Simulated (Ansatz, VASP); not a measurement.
# One calculation of AlN, two programs

INCAR

```
PREC     = Accurate       # precision mode
ENCUT    = 600            # plane-wave cutoff, eV
EDIFF    = 1E-6           # SCF threshold, eV
ISMEAR   = 0              # smearing method
SIGMA    = 0.1            # smearing width, eV
LREAL    = F              # projectors in reciprocal space
LASPH    = T              # aspherical terms in the spheres
NELM     = 120            # most SCF steps
ALGO     = Normal         # electronic algorithm
ISIF     = 2              # what is computed and relaxed
LWAVE    = F              # write WAVECAR
LCHARG   = F              # write CHGCAR
GGA      = RP             # functional
NBANDS   = 11             # bands
GGA_COMPAT= F
```

The input KPOINTS:

```
regular mesh
0
Gamma
  8 8 8
```

File POSCAR:

```
AlN
1.0
    0.0000000000      2.0345180000      2.0345180000
    2.0345180000      0.0000000000      2.0345180000
    2.0345180000      2.0345180000      0.0000000000
Al N
1 1
Direct
    0.5000000000      0.5000000000      0.5000000000
    0.0000000000      0.0000000000      0.0000000000
```

Input for Ansatz:

```yaml
crystal:
  lattice:
    - [0.0, 2.034518, 2.034518]
    - [2.034518, 0.0, 2.034518]
    - [2.034518, 2.034518, 0.0]
  atoms:
    - { symbol: Al, position: [0.5, 0.5, 0.5] }
    - { symbol: "N", position: [0.0, 0.0, 0.0] }
basis:
  ecutwfc: 420
kpoints:
  mp_grid: { grid: [8, 8, 8] }
hamiltonian:
  xc: rpbe
  pseudopotentials: { kind: paw, azcp: { folder: soft_1 } }
scf:
  occupations: { method: gaussian, width: 0.1 }
output:
  forces: true
  stress: true
  eigenvalues: true
```

Alike in both runs: task single point; functional RPBE; k mesh 8 × 8 × 8; occupations gaussian, width 0.1 eV; no spin polarisation.

|  | VASP | Ansatz |
| --- | --- | --- |
| version | VASP 6.6.1 | Ansatz 0.2.0 |
| potentials or method | VASP PAW PBE potentials, release 64 (Al, N), cutoff 600 eV | scalar-relativistic, plane waves, PAW |
| valence electrons in the cell | 8 | 8 |

Ansatz gave:

| Property | Result |
| --- | --- |
| gap on the k mesh at the Fermi level (eV) | 4.56 |
| least direct gap on the mesh (eV) | 5.42 |
| pressure (GPa) | 4.7 |

Task: Estimate VASP's values.

Result: gap on the k mesh at the Fermi level (eV): 4.53; least direct gap on the mesh (eV): 5.43; pressure (GPa): 4.0.

VASP's potentials were made for PBE, not for RPBE. The functional is the same, so the differences come from potentials, cutoffs and numerics.
